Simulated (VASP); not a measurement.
# WC (CsCl type) (Pm-3m) in VASP: a series of runs

The runs below take WC (CsCl type) through single point, relaxation of cell and atoms, with PBE.

All numbers are computed with VASP 6.6.1; they aren't measurements. Logs are shortened: lines on timing, memory, paths and dates and some standing lists are left out, and cuts for length are marked.

## Step 1: The cell of the first run

Symmetry: Pm-3m, No. 221, cubic system. The conventional cell has a = 2.593 Å, b = 2.593 Å, c = 2.593 Å, α = 90.00°, β = 90.00°, γ = 90.00°. Within 3.0 Å of W (site symmetry m-3m) lie 8 C at 2.25 Å and 6 W at 2.59 Å. C (site symmetry m-3m) has 8 W at 2.25 Å and 6 C at 2.59 Å within 3.0 Å.

## Step 2: Single point, PBE

Input file INCAR:

```
PREC = Accurate
ENCUT = 520
EDIFF = 1E-6
ISMEAR = -1
SIGMA = 0.08
LREAL = False
LASPH = True
NELM = 80
ALGO = Normal
ISIF = 2
LWAVE = False
LCHARG = False
GGA = PE
NBANDS = 16
```

Input file KPOINTS:

```
Automatic mesh
0
Gamma
  15 15 15
```

Input file POSCAR:

```
WC
1.0
    2.5933772296      0.0000000000      0.0000000000
    0.0000000000      2.5933772296      0.0000000000
    0.0000000000      0.0000000000      2.5933772296
W C
1 1
Direct
    0.0000000000      0.0000000000      0.0000000000
    0.5000000000      0.5000000000      0.5000000000
```

Potentials or basis: VASP PAW PBE potentials, release 64 (W_sv, C).

Launch:

```bash
$ cat potpaw_PBE.64/W_sv/POTCAR potpaw_PBE.64/C/POTCAR > POTCAR
$ mpirun -np 1 vasp_std > vasp.out
```

OUTCAR:

```text
PREC = Accurate
   ENCUT = 520
   EDIFF = 1E-6
   ISMEAR = -1
   LREAL = False
   LASPH = True
   NELM = 80
   ISIF = 2
   GGA = PE

 ion  position               nearest neighbor table
   1  0.000  0.000  0.000-   2 2.25   2 2.25   2 2.25   2 2.25   2 2.25   2 2.25   2 2.25   2 2.25

   2  0.500  0.500  0.500-   1 2.25   1 2.25   1 2.25   1 2.25   1 2.25   1 2.25   1 2.25   1 2.25

  LATTYP: Found a simple cubic cell.
 ALAT       =     2.5933772296

  Lattice vectors:

 A1 = (   2.5933772296,   0.0000000000,   0.0000000000)
 A2 = (   0.0000000000,   2.5933772296,   0.0000000000)
 A3 = (   0.0000000000,   0.0000000000,   2.5933772296)

Analysis of symmetry for initial positions (statically):
=====================================================================
 Subroutine PRICEL returns:
 Original cell was already a primitive cell.

 Routine SETGRP: Setting up the symmetry group for a
 simple cubic supercell.

 Subroutine GETGRP returns: Found 48 space group operations
 (whereof 48 operations were pure point group operations)
 out of a pool of 48 trial point group operations.

The static configuration has the point symmetry O_h .

Analysis of symmetry for dynamics (positions and initial velocities):
=====================================================================
 Subroutine PRICEL returns:
 Original cell was already a primitive cell.

 Routine SETGRP: Setting up the symmetry group for a
 simple cubic supercell.

 Subroutine GETGRP returns: Found 48 space group operations
 (whereof 48 operations were pure point group operations)
 out of a pool of 48 trial point group operations.

The dynamic configuration has the point symmetry O_h .

 Subroutine INISYM returns: Found 48 space group operations
 (whereof 48 operations are pure point group operations),
 and found     1 'primitive' translations

----------------------------------------------------------------------------------------

                                     Primitive cell

  volume of cell :      17.4420

  direct lattice vectors                    reciprocal lattice vectors
     2.593377230  0.000000000  0.000000000     0.385597586  0.000000000  0.000000000
     0.000000000  2.593377230  0.000000000     0.000000000  0.385597586  0.000000000
     0.000000000  0.000000000  2.593377230     0.000000000  0.000000000  0.385597586

  length of vectors
     2.593377230  2.593377230  2.593377230     0.385597586  0.385597586  0.385597586

  position of ions in fractional coordinates (direct lattice)
     0.000000000  0.000000000  0.000000000
     0.500000000  0.500000000  0.500000000

  ion indices of the primitive-cell ions
   primitive index   ion index
                 1           1
                 2           2

----------------------------------------------------------------------------------------

 KPOINTS: Automatic mesh

Automatic generation of k-mesh.
 Grid dimensions read from file:
 generate k-points for:   15   15   15

 Generating k-lattice:

  Cartesian coordinates                     Fractional coordinates (reciprocal lattice)
     0.025706506  0.000000000  0.000000000     0.066666667  0.000000000  0.000000000
     0.000000000  0.025706506  0.000000000     0.000000000  0.066666667  0.000000000
     0.000000000  0.000000000  0.025706506     0.000000000  0.000000000  0.066666667

  Length of vectors
     0.025706506  0.025706506  0.025706506

  Shift w.r.t. Gamma in fractional coordinates (k-lattice)
     0.000000000  0.000000000  0.000000000

 Subroutine IBZKPT returns following result:
 ===========================================

 Found    120 irreducible k-points:

 Following reciprocal coordinates:
            Coordinates               Weight
  0.000000  0.000000  0.000000      1.000000
  0.066667  0.000000  0.000000      6.000000
  0.133333  0.000000  0.000000      6.000000
  0.200000  0.000000  0.000000      6.000000
  0.266667  0.000000  0.000000      6.000000
  0.333333  0.000000  0.000000      6.000000
[... 16 lines left out ...]
  0.266667  0.200000  0.000000     24.000000
  0.333333  0.200000  0.000000     24.000000
 [... further k-points ...]
   k-points           NKPTS =    120   k-points in BZ     NKDIM =    120   number of bands    NBANDS=     16
   number of dos      NEDOS =    301   number of ions     NIONS =      2
   total plane-waves  NPLWV =   8000
   dimension x,y,z NGX =    20 NGY =   20 NGZ =   20
   dimension x,y,z NGXF=    40 NGYF=   40 NGZF=   40
   ions per type =               1   1
   NGX,Y,Z   is equivalent  to a cutoff of  12.82, 12.82, 12.82 a.u.
   NGXF,Y,Z  is equivalent  to a cutoff of  25.64, 25.64, 25.64 a.u.
 SYSTEM =  unknown system
   PREC   = accura    normal or accurate (medium, high low for compatibility)
   ISTART =      0    job   : 0-new  1-cont  2-samecut
   ICHARG =      2    charge: 1-file 2-atom 10-const
   ISPIN  =      1    spin polarized calculation?
   LNONCOLLINEAR =      F non collinear calculations
   LSORBIT =      F    spin-orbit coupling
   LASPH  =      T    aspherical Exc in radial PAW
   ENCUT  =  520.0 eV  38.22 Ry    6.18 a.u.   4.82  4.82  4.82*2*pi/ulx,y,z
   NELM   =     80;   NELMIN=  2; NELMDL= -5     # of ELM steps
   EDIFF  = 0.1E-05   stopping-criterion for ELM
   LREAL  =      F    real-space projection
   EDIFFG = 0.1E-04   stopping-criterion for IOM
   NSW    =      0    number of steps for IOM
   IBRION =     -1    ionic relax: 0-MD 1-quasi-New 2-CG
   NFREE  =      0    steps in history (QN), initial steepest desc. (CG)
   ISIF   =      2    stress and relaxation
   ISYM   =      2    0-nonsym 1-usesym 2-fastsym
   POTIM  = 0.5000    time-step for ionic-motion
   TEBEG  =    0.0;   TEEND  =   0.0 temperature during run
   PSTRESS=    0.0 pullay stress
   NELECT =      18.0000    total number of electrons
   NUPDOWN=      -1.0000    fix difference up-down
   EMIN   =  10.00;   EMAX   =-10.00  energy-range for DOS
   EFERMI =   0.00;   METHOD = LEGACY
   ISMEAR =    -1;   SIGMA  =   0.08  broadening in eV -4-tet -1-fermi 0-gaus
   EFERMI_NEDOS =   21; number of points for ismear=-14 and -15
   IALGO  =     38    algorithm
   IMIX   =      4    mixing-type and parameters
     AMIX     =   0.40;   BMIX     =  1.00
     AMIX_MAG =   1.60;   BMIX_MAG =  1.00
  volume/ion in A,a.u.               =       8.72        58.85
  Fermi-wavevector in a.u.,A,eV,Ry     =   1.654373  3.126311 37.238444  2.736948
  Thomas-Fermi vector in A             =   2.742651
   LORBIT       =      0    0 simple, 1 ext, 2 COOP (PROOUT), +10 PAW based schemes
   GGA     = PE    functional components
   LHFCALC =     F    Hartree Fock is set to
   AEXX    =    0.0000 exact exchange contribution
   IVDW    =     0    specifies the selected vdW correction
   LEPSILON=     F    determine dielectric tensor
   LRPA    =     F    only Hartree local field effects (RPA)
 non-spin polarized calculation
  energy-cutoff  :      520.00
  volume of cell :       17.44
 maximum number of plane-waves:       487
 NGX is ok and might be reduce to    20
   NGX =  9   NGY =  9   NGZ =  9

 number of electron      18.0000003 magnetization

 Free energy of the ion-electron system (eV)
  ---------------------------------------------------
  ext. energy  EPLUGINS =         0.00000000
  ---------------------------------------------------
  free energy    TOTEN  =       -20.01869032 eV

  energy without entropy =      -20.00785128  energy(sigma->0) =      -20.01327080

 E-fermi :  14.6816     XC(G=0): -14.8908

 val. band max:       14.6720307993   @ k =   0.4667   0.4667   0.0000
 cond. band min:      14.7017719007   @ k =   0.2667   0.2667   0.1333
 fundamental gap:      0.0297411014
 Fermi energy:        14.6816039706

 k-point     1 :       0.0000    0.0000    0.0000
  band No.  band energies     occupation
      1     -60.0084      2.00000
      2     -23.6757      2.00000
      3     -23.6757      2.00000
      4     -23.6757      2.00000
      5      -1.9886      2.00000
      6       8.5252      2.00000
[... 8 lines left out ...]
     15      33.6506      0.00000
     16      33.6506      0.00000

 k-point     2 :       0.0667    0.0000    0.0000
  band No.  band energies     occupation
      1     -60.0031      2.00000
      2     -23.7534      2.00000
      3     -23.6687      2.00000
      4     -23.6687      2.00000
      5      -1.8546      2.00000
      6       8.5756      2.00000
[... 8 lines left out ...]
     15      32.5065      0.00000
     16      33.8808      0.00000

 k-point     3 :       0.1333    0.0000    0.0000
  band No.  band energies     occupation
      1     -59.9880      2.00000
      2     -23.9688      2.00000
      3     -23.6488      2.00000
      4     -23.6488      2.00000
      5      -1.4681      2.00000
      6       8.6584      2.00000
[... 8 lines left out ...]
     15      30.5602      0.00000
     16      34.5387      0.00000

 k-point     4 :       0.2000    0.0000    0.0000
  band No.  band energies     occupation
      1     -59.9657      2.00000
      2     -24.2755      2.00000
      3     -23.6193      2.00000
      4     -23.6193      2.00000
      5      -0.8676      2.00000
      6       8.4242      2.00000
[... 8 lines left out ...]
     15      28.6645      0.00000
     16      35.4225      0.00000
[... 324 lines left out ...]
 k-point    22 :       0.2000    0.2000    0.0000
  band No.  band energies     occupation
      1     -59.9234      2.00000
      2     -24.2380      2.00000
      3     -24.1706      2.00000
      4     -23.5653      2.00000
      5       0.0651      2.00000
      6       8.2493      2.00000
[... 8 lines left out ...]
     15      30.2122      0.00000
     16      33.2291      0.00000

 k-point    23 :       0.2667    0.2000    0.0000
  band No.  band energies     occupation
      1     -59.8980      2.00000
      2     -24.5378      2.00000
      3     -24.1581      2.00000
      4     -23.5328      2.00000
      5       0.6628      2.00000
      6       7.5960      2.00000
[... 8 lines left out ...]
     15      29.7939      0.00000
     16      34.0683      0.00000

 k-point    24 :       0.3333    0.2000    0.0000
  band No.  band energies     occupation
      1     -59.8736      2.00000
      2     -24.8398      2.00000
      3     -24.1185      2.00000
      4     -23.5014      2.00000
      5       1.3046      2.00000
      6       6.7915      2.00000
[... 8 lines left out ...]
     15      28.9586      0.00000
     16      33.2295      0.00000

 [... further k-points ...]

------------------------ aborting loop because EDIFF is reached ----------------------------------------

  FORCE on cell =-STRESS in cart. coord.  units (eV):
  Direction    XX          YY          ZZ          XY          YZ          ZX
  --------------------------------------------------------------------------------------
  -------------------------------------------------------------------------------------
  Total        8.5599789      8.5599789      8.5599789      0.0000000      0.0000000      0.0000000
  in kB      786.2962346    786.2962346    786.2962346      0.0000000      0.0000000      0.0000000
  external PRESSURE =     786.2962346 kB  Pullay stress =       0.0000000 kB

 VOLUME and BASIS-vectors are now :
 -----------------------------------------------------------------------------
  energy-cutoff  :      520.00
  volume of cell :       17.44
      direct lattice vectors                 reciprocal lattice vectors
     2.593377230  0.000000000  0.000000000     0.385597586  0.000000000  0.000000000
     0.000000000  2.593377230  0.000000000     0.000000000  0.385597586  0.000000000
     0.000000000  0.000000000  2.593377230     0.000000000  0.000000000  0.385597586

 POSITION                                       TOTAL-FORCE (eV/Angst)
 -----------------------------------------------------------------------------------
      0.00000      0.00000      0.00000         0.000000      0.000000      0.000000
      1.29669      1.29669      1.29669         0.000000      0.000000      0.000000
 -----------------------------------------------------------------------------------
    total drift:                                0.000000      0.000000      0.000000

  FREE ENERGIE OF THE ION-ELECTRON SYSTEM (eV)
  ---------------------------------------------------
  free  energy   TOTEN  =       -20.0186903191 eV

  energy  without entropy=      -20.0078512754  energy(sigma->0) =      -20.01327080
```

Run time: 33 s. Hardware: 1 thread of Intel Xeon 8259CL, shared host; peak memory 0.15 GiB.

Results:

```
Free energy            : -20.0187 eV
Pressure               : 78.6 GPa
Band gap on the k mesh : zero (bands 9 and 10 overlap by 8.06 eV)
```

Caveat: the cell stands under pressure; spin-orbit coupling is left out, which moves the levels of the heavy elements.

## Step 3: Single point, PBE

INCAR, as its differences from that of step 2:

```diff
@@ -7,3 +7,3 @@
 LASPH = True
-NELM = 80
+NELM = 60
 ALGO = Normal
```

Input file KPOINTS:

```
regular mesh
0
Gamma
  15 15 15
```

Input file POSCAR:

```
WC
1.0
    2.5932719692      0.0000000000      0.0000000000
    0.0000000000      2.5932719692      0.0000000000
    0.0000000000      0.0000000000      2.5932719692
W C
1 1
Direct
    0.0000000000      0.0000000000      0.0000000000
    0.5000000000      0.5000000000      0.5000000000
```

Potentials or basis: VASP PAW PBE potentials, release 64 (W_sv, C).

Launch:

```bash
$ cat potpaw_PBE.64/W_sv/POTCAR potpaw_PBE.64/C/POTCAR > POTCAR
$ mpirun -np 1 vasp_std > vasp.out
```

It took 28 s on 1 thread of Intel Xeon 8259CL, shared host; peak memory 0.15 GiB.

It converged, with:

```
Free energy            : -20.0176 eV
Pressure               : 78.7 GPa
Band gap on the k mesh : zero (bands 9 and 10 overlap by 8.07 eV)
```

Levels at points of the mesh, in eV from the Fermi level:
```csv
k point,band 6,band 7,band 8,band 9,band 10,band 11,band 12,band 13
"(0.00, 0.00, 0.00)",-6.16,-6.16,0.05,0.05,0.05,3.61,3.61,3.61
```

Caveat: the cell stands under pressure; spin-orbit coupling is left out, which moves the levels of the heavy elements.

## Step 4: Relaxation of cell and atoms, PBE, target pressure 76 GPa, at which the enthalpy is minimised

This run uses another cell than the first one, of 8.56 Å³/atom.

Input file INCAR:

```
SYSTEM = WC
PREC = Accurate
ENCUT = 600
EDIFF = 1E-6
ISMEAR = -1
SIGMA = 0.08
LREAL = .FALSE.
LASPH = .TRUE.
NELM = 60
ALGO = Normal
ISIF = 3
LWAVE = .FALSE.
LCHARG = .FALSE.
GGA = PE
IBRION = 2
NSW = 60
EDIFFG = -0.005
PSTRESS = 760.0
```

Input file KPOINTS:

```
Automatic mesh
0
G
  15 15 15
  0 0 0
```

Input file POSCAR:

```
WC
1.0
    2.5776415175      0.0000000000      0.0000000000
    0.0000000000      2.5776415175      0.0000000000
    0.0000000000      0.0000000000      2.5776415175
W C
1 1
Direct
    0.0000000000      0.0000000000      0.0000000000
    0.5000000000      0.5000000000      0.5000000000
```

Launch:

```bash
$ cat potpaw_PBE.64/W_sv/POTCAR potpaw_PBE.64/C/POTCAR > POTCAR
$ mpirun -np 1 vasp_std > vasp.out
```

Wall time 71 s (1 thread of Intel Xeon 8259CL, shared host); peak memory 0.18 GiB.

The run converged. Its results:

| Quantity | Value |
| --- | --- |
| Free energy | -20.0533 eV |
| Relaxed volume | 8.76 Å³/atom |
| Relaxed cell | a = 2.597 Å, b = 2.597 Å, c = 2.597 Å, α = 90.00°, β = 90.00°, γ = 90.00° |
| Space group after relaxing (to 0.1 Å) | Pm-3m (No. 221) |
| Energy change on relaxing (the run minimises the enthalpy) | -100.4 meV/atom |
| Ionic steps | 4 |
| Pressure after relaxing | 76.0 GPa |
| Band gap on the k mesh | zero (bands 9 and 10 overlap by 8.02 eV) |

The path:
| step | energy change (eV) | largest force (eV/Å) | pressure (GPa) | volume (Å³) |
| --- | --- | --- | --- | --- |
| 1 | 0.0000 | 0.0000 | 91.39 | 17.13 |
| 2 | -0.7151 | 0.0000 | 23.08 | 19.25 |
| 3 | -0.2085 | 0.0000 | 75.36 | 17.53 |
| 4 | -0.2007 | 0.0000 | 75.95 | 17.51 |

Final structure:
```yaml
crystal:
  lattice:
    - [2.59681, 0.00000, 0.00000]
    - [0.00000, 2.59681, 0.00000]
    - [0.00000, 0.00000, 2.59681]
  atoms:
    - { symbol: W, position: [0.00000, 0.00000, 0.00000] }
    - { symbol: C, position: [0.50000, 0.50000, 0.50000] }
```

Levels at points of the mesh, in eV from the Fermi level:
| k point | band 5 | band 6 | band 7 | band 8 | band 9 | band 10 | band 11 | band 12 | band 13 |
| --- | --- | --- | --- | --- | --- | --- | --- | --- | --- |
| (0.00, 0.00, 0.00) | -16.63 | -6.13 | -6.13 | 0.05 | 0.05 | 0.05 | 3.59 | 3.59 | 3.59 |

Caveat: the cell is relaxed towards a set pressure, so the run minimises the enthalpy, not the energy; spin-orbit coupling is left out, which moves the levels of the heavy elements.

## Step 5: Relaxation of cell and atoms, PBE, target pressure 76 GPa, at which the enthalpy is minimised

Input file INCAR:

```
SYSTEM = WC
ALGO = Normal ; EDIFF = 1E-6
EDIFFG = -0.005 ; ENCUT = 600
GGA = PE ; IBRION = 2
ISIF = 3 ; ISMEAR = -1
LASPH = .True. ; LCHARG = .False.
LREAL = .False. ; LWAVE = .False.
NELM = 80 ; NSW = 32
PREC = Accurate ; PSTRESS = 760.0
SIGMA = 0.08
```

Input file KPOINTS:

```
k-points
0
Gamma
  15 15 15
  0 0 0
```

Input file POSCAR:

```
WC
1.0
    2.5933772296      0.0000000000      0.0000000000
    0.0000000000      2.5933772296      0.0000000000
    0.0000000000      0.0000000000      2.5933772296
W C
1 1
Direct
    0.0000000000      0.0000000000      0.0000000000
    0.5000000000      0.5000000000      0.5000000000
```

Launch:

```bash
$ cat potpaw_PBE.64/W_sv/POTCAR potpaw_PBE.64/C/POTCAR > POTCAR
$ mpirun -np 1 vasp_std > vasp.out
```

Run time: 66 s. Hardware: 1 thread of Intel Xeon 8259CL, shared host; peak memory 0.17 GiB.

The run converged. Its results:

* Free energy: -20.0533 eV
* Relaxed volume: 8.76 Å³/atom
* Relaxed cell: a = 2.597 Å, b = 2.597 Å, c = 2.597 Å, α = 90.00°, β = 90.00°, γ = 90.00°
* Space group after relaxing (to 0.1 Å): Pm-3m (No. 221)
* Energy change on relaxing (the run minimises the enthalpy): -16.6 meV/atom
* Ionic steps: 3
* Pressure after relaxing: 76.0 GPa
* Band gap on the k mesh: zero (bands 9 and 10 overlap by 8.02 eV)

The path:
```
step  energy change (eV)  largest force (eV/Å)  pressure (GPa)  volume (Å³)
   1              0.0000                0.0000           78.63        17.44
   2             -0.1628                0.0000           65.21        17.81
   3             -0.0331                0.0000           76.01        17.51
```

Final structure:
```
CELL_PARAMETERS angstrom
2.59678 0.00000 0.00000
0.00000 2.59678 0.00000
0.00000 0.00000 2.59678
ATOMIC_POSITIONS crystal
W 0.00000 0.00000 0.00000
C 0.50000 0.50000 0.50000
```

Levels at points of the mesh, in eV from the Fermi level:
```
           k point  band 7  band 8  band 9  band 10  band 11  band 12
(0.00, 0.00, 0.00)   -6.13    0.05    0.05     0.05     3.59     3.59
```

Caveat: the cell is relaxed towards a set pressure, so the run minimises the enthalpy, not the energy; spin-orbit coupling is left out, which moves the levels of the heavy elements.

## Step 6: The runs side by side

```tsv
task	cell	cutoff (eV)	gap on the mesh (eV)	pressure (GPa)
single point	a = 2.593 Å, 2 atoms	520	none	78.7
relaxation of cell and atoms	relaxed to 76 GPa from a = 2.578 Å, 2 atoms	600	none	76.0
relaxation of cell and atoms	relaxed to 76 GPa from a = 2.593 Å, 2 atoms	600	none	76.0
```

Alike in all rows: level PBE; potentials or basis VASP PAW PBE potentials, release 64 (W_sv, C); no spin polarisation; k mesh 15 × 15 × 15; smearing fermi-dirac 0.08 eV.

Caveats: spin-orbit coupling is left out, which moves the levels of the heavy elements; the cell is relaxed towards a set pressure, so the run minimises the enthalpy, not the energy (at least some runs); the cell stands under pressure (at least some runs).

Total energies depend on the potentials used, so only differences within one code and one set of settings carry meaning.
